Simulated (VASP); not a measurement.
Wanted: the native input for a VASP 6.6.1 run.

- Task: single point
- Functional: HSE06
- Potentials or basis: VASP PAW PBE potentials, release 64 (Sn_d, S)
- Cutoff: 400 eV
- k mesh: 6 × 6 × 4
- Occupations: gaussian, width 0.01 eV
- Spin: no spin polarisation
- Dipole correction: no
- Grid for exact exchange (PRECFOCK): Normal
- Further INCAR settings: ALGO = Normal; EDIFF = 1e-06; NBANDS = 20
- Share of exact exchange: 0.25
- Screening parameter: 0.2079 1/Å

Crystal: SnS2.

```
Sn S
1.0
     3.55093    0.00000    0.00000
    -1.77547    3.07520    0.00000
     0.00000    0.00000    6.09498
Sn S
1 2
Direct
  0.00000 0.00000 0.00000
  0.33333 0.66667 0.24650
  0.66667 0.33333 0.75350
```

This cell differs from its parent crystal: epitaxial xy strain -3.0%.

The input as run:

POSCAR

```
SnS2
1.0
    3.5509321645      0.0000000000      0.0000000000
   -1.7754660822      3.0751974616      0.0000000000
    0.0000000000      0.0000000000      6.0949830907
Sn S
1 2
Direct
    0.0000000000      0.0000000000      0.0000000000
    0.3333333333      0.6666666667      0.2465001899
    0.6666666667      0.3333333333      0.7534998101
```

INCAR.step1

```
PREC = Accurate
ENCUT = 400
EDIFF = 1E-5
ISMEAR = 0
SIGMA = 0.01
LREAL = False
LASPH = True
NELM = 120
ALGO = Normal
ISIF = 2
LWAVE = True
LCHARG = False
GGA = PE
NBANDS = 20
GGA_COMPAT = False
```

INCAR.step2

```
PREC = Accurate
ENCUT = 400
EDIFF = 1E-6
ISMEAR = 0
SIGMA = 0.01
LREAL = False
LASPH = True
NELM = 120
ALGO = Normal
ISIF = 2
LWAVE = False
LCHARG = False
GGA = PE
LHFCALC = True
HFSCREEN = 0.2079
PRECFOCK = Normal
ISTART = 1
NBANDS = 20
GGA_COMPAT = False
```

KPOINTS

```
Automatic mesh
0
Gamma
  6 6 4
```

Potentials or basis: VASP PAW PBE potentials, release 64 (Sn_d, S).

Launch:

```bash
$ cat potpaw_PBE.64/Sn_d/POTCAR potpaw_PBE.64/S/POTCAR > POTCAR
$ cp INCAR.step1 INCAR
$ mpirun -np 1 vasp_std > vasp.out
$ cp INCAR.step2 INCAR
$ mpirun -np 1 vasp_std > vasp.out
```

Results of the run:

| Item | Value |
| --- | --- |
| Pressure | 3.4 GPa |
| Largest force | 0.272 eV/Å |
| Band gap on the k mesh | 2.30 eV (least direct gap 2.78 eV) |

Caveat: the cell differs from its parent crystal (epitaxial xy strain -3.0%); the stress differs along the axes, from -0 to 5 GPa; the PAW data sets were made with another functional, which shifts forces and pressure a little; spin-orbit coupling is left out, which moves the levels of the heavy elements; this functional lacks dispersion, which binds layers or chains, so the pressure and a relaxed spacing across them are unreliable.

It took 25 min on 1 thread of Intel(R) Xeon(R) 6975P-C (Granite Rapids) (shared host), peak memory 0.28 GiB.
